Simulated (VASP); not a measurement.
Wanted: the native input for a VASP 6.6.1 run.

```yaml
Task: single point
Functional: PBEsol
Potentials_or_basis: VASP PAW PBE potentials, release 64 (B, N)
Cutoff: 600 eV
k_mesh: 10 × 10 × 2
Occupations: gaussian, width 0.05 eV
Spin: no spin polarisation
Dipole_correction: no
Further_INCAR_settings: ALGO = Normal; EDIFF = 1e-06; NBANDS = 36
```

The structure of BN lies in POSCAR:

```
BN
1.0
   -2.5410113134      0.0000000000      0.0000000000
   -1.2705056567     -2.2005803487      0.0000000000
   -0.7623033940      0.0000000000     12.6098865131
B N
6 6
Direct
    0.5979533671      0.6666666667      0.2290443320
    0.4979533671      0.6666666667      0.5623776653
    0.3979533671      0.6666666667      0.8957109987
    0.3146200337      0.3333333333      0.0623776653
    0.2146200337      0.3333333333      0.3957109987
    0.1146200337      0.3333333333      0.7290443320
    0.6353999663      0.6666666667      0.1042223347
    0.5353999663      0.6666666667      0.4375556680
    0.4353999663      0.6666666667      0.7708890013
    0.0520666329      0.3333333333      0.9375556680
    0.2520666329      0.3333333333      0.2708890013
    0.1520666329      0.3333333333      0.6042223347
```

The input as run:

INCAR

```
PREC     = Accurate       # precision mode
ENCUT    = 600            # plane-wave cutoff, eV
EDIFF    = 1E-6           # SCF threshold, eV
ISMEAR   = 0              # smearing method
SIGMA    = 0.05           # smearing width, eV
LREAL    = False          # projectors in reciprocal space
LASPH    = True           # aspherical terms in the spheres
NELM     = 120            # most SCF steps
ALGO     = Normal         # electronic algorithm
ISIF     = 2              # what is computed and relaxed
LWAVE    = False          # write WAVECAR
LCHARG   = True           # write CHGCAR
GGA      = PS             # functional
LELF     = True           # ELF
LVHAR    = True         
NBANDS   = 36             # bands
GGA_COMPAT= False
```

KPOINTS

```
regular mesh
0
Gamma
  10 10 2
```

Potentials or basis: VASP PAW PBE potentials, release 64 (B, N).

The run is started by

```sh
$ cat potpaw_PBE.64/B/POTCAR potpaw_PBE.64/N/POTCAR > POTCAR
$ mpirun -np 1 vasp_std > vasp.out
```

It gave:

```
Pressure               : 0.5 GPa
Largest force          : 3.286 eV/Å
Band gap on the k mesh : 3.75 eV, indirect (least direct gap 5.51 eV)
```

Caveat: the PAW data sets were made with another functional, which shifts forces and pressure a little.

Wall time 5.6 min on 1 thread of Intel(R) Xeon(R) Platinum 8259CL CPU @ 2.50GHz (Skylake/Cascade Lake) (shared host), peak memory 0.34 GiB.
